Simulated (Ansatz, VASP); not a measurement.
**B: VASP beside Ansatz**

```xyz
8
Lattice="2.7668 -2.9211 0.2394 2.7668 2.9211 0.2394 -1.8411 0.0000 4.0708" Properties=species:S:1:pos:R:3 pbc="T T T"
B     1.7678   -1.8223    3.0865
B     1.9246    1.8223    1.4631
B     2.8903    0.8901    4.0998
B     2.8903   -0.8901    4.0998
B     0.8021   -0.8901    0.4498
B     0.8021    0.8901    0.4498
B     1.7678    1.8223    3.0865
B     1.9246   -1.8223    1.4631
```

Alike in both runs: functional PBE; k mesh 6 × 6 × 6; occupations gaussian, width 0.1 eV; no spin polarisation.

Ansatz relaxed the structure, and its values are those at the end. VASP's run is a single point on that final structure, the one shown.

|  | VASP | Ansatz |
| --- | --- | --- |
| version | VASP 6.6.1 | Ansatz 0.2.0 |
| potentials or method | VASP PAW PBE potentials, release 64 (B), cutoff 520 eV | scalar-relativistic, plane waves, PAW |
| valence electrons in the cell | 24 | 24 |

```csv
,VASP,Ansatz,Ansatz less VASP
gap on the k mesh at the Fermi level (eV),none,none,-
pressure (GPa),0.0,0.0,0.00
rms of the force components (eV/Å),0.012,0.007,-0.0046
```

A gap of «none» marks a metal or a gap that the smearing closes. With one functional, cell and mesh, what is left measures potentials, basis and numerics.
